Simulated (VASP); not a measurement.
A run of VASP 6.6.1 is set up as follows.

INCAR

```
SYSTEM = Te2Mo
  ALGO = Normal
  DIPOL = 0.5 0.5 0.500
  EDIFF = 1E-6
  EDIFFG = -0.02
  ENCUT = 520
  GGA = PS
  IBRION = 2
  IDIPOL = 3
  ISIF = 2
  ISMEAR = 0
  KPAR = 2
  LASPH = .True.
  LCHARG = .False.
  LDIPOL = .True.
  LREAL = .False.
  LWAVE = .False.
  NELM = 80
  NSW = 80
  PREC = Accurate
  SIGMA = 0.05
```

The input KPOINTS:

```
k-points
0
Gamma
  9 9 1
  0 0 0
```

POSCAR

```
Te2Mo
1.0
    3.4939942499      0.0000000000      0.0000000000
   -1.7469971250      3.0258877811      0.0000000000
    0.0000000000      0.0000000000     32.6191517305
Te Mo
6 3
Direct
    0.6666666667      0.3333333333      0.2299262734
    0.6666666667      0.3333333333      0.3406162454
    0.3333333333      0.6666666667      0.4446550140
    0.3333333333      0.6666666667      0.5553449860
    0.6666666667      0.3333333333      0.6593837546
    0.6666666667      0.3333333333      0.7700737266
    0.3333333333      0.6666666667      0.2852712594
    0.6666666667      0.3333333333      0.5000000000
    0.3333333333      0.6666666667      0.7147287406
```

Potentials or basis: VASP PAW PBE potentials, release 64 (Te, Mo_sv).

Run with:

```bash
$ cat potpaw_PBE.64/Te/POTCAR potpaw_PBE.64/Mo_sv/POTCAR > POTCAR
$ mpirun -np 2 vasp_std > vasp.out
```

Problem. Estimate the band gap on the k mesh.

Solution. 0.93 eV (least direct gap 1.13 eV).

Problem. Estimate the energy gained by relaxing.

Solution. 0.0 meV/atom.

Final structure:
```xyz
9
Lattice="3.4940 0.0000 0.0000 -1.7470 3.0259 0.0000 0.0000 0.0000 32.6192" Properties=species:S:1:pos:R:3 pbc="T T T"
Te    1.7470    1.0086    7.5006
Te    1.7470    1.0086   11.1119
Te    0.0000    2.0173   14.5032
Te    0.0000    2.0173   18.1160
Te    1.7470    1.0086   21.5072
Te    1.7470    1.0086   25.1185
Mo    0.0000    2.0173    9.3035
Mo    1.7470    1.0086   16.3096
Mo    0.0000    2.0173   23.3157
```

Caveat: spin-orbit coupling is left out, which moves the levels of the heavy elements.
